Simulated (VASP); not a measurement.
Set up this calculation in VASP 6.6.1, as the native input.

| Item | Value |
| --- | --- |
| Task | relaxation of cell and atoms |
| Functional | PBE |
| Potentials or basis | VASP PAW PBE potentials, release 64 (Si) |
| Cutoff | 600 eV |
| k mesh | 6 × 6 × 6 |
| Occupations | gaussian, width 0.1 eV |
| Spin | no spin polarisation |
| Dipole correction | no |
| Further INCAR settings | ALGO = Normal; EDIFF = 1e-06; IBRION = 2; EDIFFG = -0.04; NSW = 90; ISIF = 3 |

The structure of Si lies in POSCAR:

```
Si
1.0
    2.9367410356      0.0000000000      0.0000000000
   -1.4683705178      2.5432923412      0.0000000000
    0.0000000000      0.0000000000      2.7440174052
Si
1
Direct
    0.0000000000      0.0000000000      0.0000000000
```

This isn't the form of Si at room conditions, which is diamond.

One way to write it, as run:

INCAR

```
PREC = Accurate
ENCUT = 600
EDIFF = 1E-6
ISMEAR = 0
SIGMA = 0.1
LREAL = F
LASPH = T
NELM = 60
ALGO = Normal
ISIF = 3
LWAVE = F
LCHARG = F
GGA = PE
IBRION = 2
NSW = 90
EDIFFG = -0.04
```

KPOINTS

```
Automatic mesh
0
Gamma
  6 6 6
```

Potentials or basis: VASP PAW PBE potentials, release 64 (Si).

The run is started by

```bash
$ cat potpaw_PBE.64/Si/POTCAR > POTCAR
$ mpirun -np 1 vasp_std > vasp.out
```

It gave:

```yaml
Relaxed_volume: 15.25 Å³/atom
Relaxed_cell: a = 2.641 Å, b = 2.641 Å, c = 2.525 Å, α = 90.00°, β = 90.00°, γ = 120.00°
Space_group_after_relaxing_to_0.1_Å: P6/mmm (No. 191)
Energy_gained_by_relaxing: 320.8 meV/atom
Ionic_steps: 8
Pressure_after_relaxing: 0.0 GPa
Band_gap_on_the_k_mesh: zero (bands 2 and 3 overlap by 11.61 eV)
```

Caveat: the k points lie up to 0.46 Å⁻¹ apart in the final cell, too coarse for converged energies and pressures of a metal; the volume moved by over 15 % at a fixed basis, so the end points are rough.

Run time: 9.7 s on 1 thread of AMD EPYC 7R13 Processor (Zen 3), on a shared host, peak memory 0.1 GiB.
